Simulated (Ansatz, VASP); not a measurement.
**Cu in VASP and in Ansatz**

```xyz
1
Lattice="-1.4159 1.4159 1.4159 1.4159 -1.4159 1.4159 1.4159 1.4159 -1.4159" Properties=species:S:1:pos:R:3 pbc="T T T"
Cu    0.0000    0.0000    0.0000
```

Alike in both runs: functional PBEsol; k mesh 28 × 28 × 28; occupations gaussian, width 0.1 eV; no spin polarisation.

Ansatz relaxed the structure, and its values are those at the end. VASP's run is a single point on that final structure, the one shown.

```csv
,VASP,Ansatz
version,VASP 6.6.1,Ansatz 0.2.0
potentials or method,"VASP PAW PBE potentials, release 64 (Cu), cutoff 520 eV","scalar-relativistic, plane waves, PAW"
valence electrons in the cell,11,19
```

```csv
,VASP,Ansatz,Ansatz less VASP
gap on the k mesh at the Fermi level (eV),none,none,-
pressure (GPa),0.7,0.0,-0.71
```

VASP's potentials were made for PBE, not for PBEsol. A gap of «none» marks a metal or a gap that the smearing closes. With one functional, cell and mesh, what is left measures potentials, basis and numerics. VASP's potentials hold 11 valence electrons a cell and Ansatz's 19, so a difference there can come from the potentials and not from the codes.
